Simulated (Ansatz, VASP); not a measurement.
## Two plane-wave programs on Sn

```
CELL_PARAMETERS angstrom
-2.91964 2.91964 1.59380
2.91964 -2.91964 1.59380
2.91964 2.91964 -1.59380
ATOMIC_POSITIONS crystal
Sn 0.00000 0.00000 0.00000
Sn 0.75000 0.25000 0.50000
```

Alike in both runs: task single point; functional r2SCAN; k mesh 6 × 6 × 6; occupations gaussian, width 0.1 eV; no spin polarisation.

|  | VASP | Ansatz |
| --- | --- | --- |
| version | VASP 6.6.1 | Ansatz 0.2.0 |
| potentials or method | VASP PAW PBE potentials, release 64 (Sn_d), cutoff 520 eV | scalar-relativistic, plane waves, PAW |
| valence electrons in the cell | 28 | 28 |

|  | VASP | Ansatz | Ansatz less VASP |
| --- | --- | --- | --- |
| gap on the k mesh at the Fermi level (eV) | none | none | - |
| pressure (GPa) | 0.8 | 0.8 | +0.02 |
| traceless stress, the component that is largest in VASP (GPa) | -1.34 | -1.34 | -0.003 |

VASP's potentials were made for PBE, not for r2SCAN. A gap of «none» marks a metal or a gap that the smearing closes. The functional is the same, so the differences come from potentials, cutoffs and numerics.

The k mesh is coarse, so the values compare programs but aren't converged.
